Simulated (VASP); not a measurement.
A run of VASP 6.6.1 is set up as follows.

The input POSCAR:

```
GaN
1.0
    0.0000000000      2.0804610554      2.0804610554
    2.0804610554      0.0000000000      2.0804610554
    2.0804610554      2.0804610554      0.0000000000
Ga N
1 1
Direct
    0.0000000000      0.0000000000      0.0000000000
    0.5000000000      0.5000000000      0.5000000000
```

File INCAR.step1:

```
ALGO     = Normal         # electronic algorithm
EDIFF    = 1E-4           # SCF threshold, eV
ENCUT    = 520            # plane-wave cutoff, eV
GGA      = PE             # functional
ISMEAR   = 0              # smearing method
LASPH    = T              # aspherical terms in the spheres
LCHARG   = F              # write CHGCAR
LREAL    = F              # projectors in reciprocal space
LWAVE    = T              # write WAVECAR
NBANDS   = 16             # bands
NELM     = 80             # most SCF steps
PREC     = Accurate       # precision mode
SIGMA    = 0.01           # smearing width, eV
```

The input INCAR.step2:

```
ALGO     = Normal         # electronic algorithm
EDIFF    = 1E-7           # SCF threshold, eV
ENCUT    = 520            # plane-wave cutoff, eV
ISIF     = 2              # what is computed and relaxed
ISMEAR   = 0              # smearing method
ISTART   = 1            
LASPH    = T              # aspherical terms in the spheres
LCHARG   = F              # write CHGCAR
LMIXTAU  = T            
LREAL    = F              # projectors in reciprocal space
LWAVE    = F              # write WAVECAR
METAGGA  = R2SCAN         # meta-GGA
NBANDS   = 16             # bands
NELM     = 80             # most SCF steps
PREC     = Accurate       # precision mode
SIGMA    = 0.01           # smearing width, eV
```

KPOINTS

```
k-points
0
Gamma
  8 8 8
```

Potentials or basis: VASP PAW PBE potentials, release 64 (Ga_d, N).

Run with:

```sh
$ cat potpaw_PBE.64/Ga_d/POTCAR potpaw_PBE.64/N/POTCAR > POTCAR
$ cp INCAR.step1 INCAR
$ mpirun -np 1 vasp_std > vasp.out
$ cp INCAR.step2 INCAR
$ mpirun -np 1 vasp_std > vasp.out
```

Predict the band gap on the k mesh.

1.45 eV, indirect (least direct gap 3.95 eV).

Predict the pressure.

12.3 GPa.

Caveat: the PAW data sets were made with another functional, which shifts forces and pressure a little. r2SCAN opens gaps a little over a GGA but as a rule still falls short of measured ones.
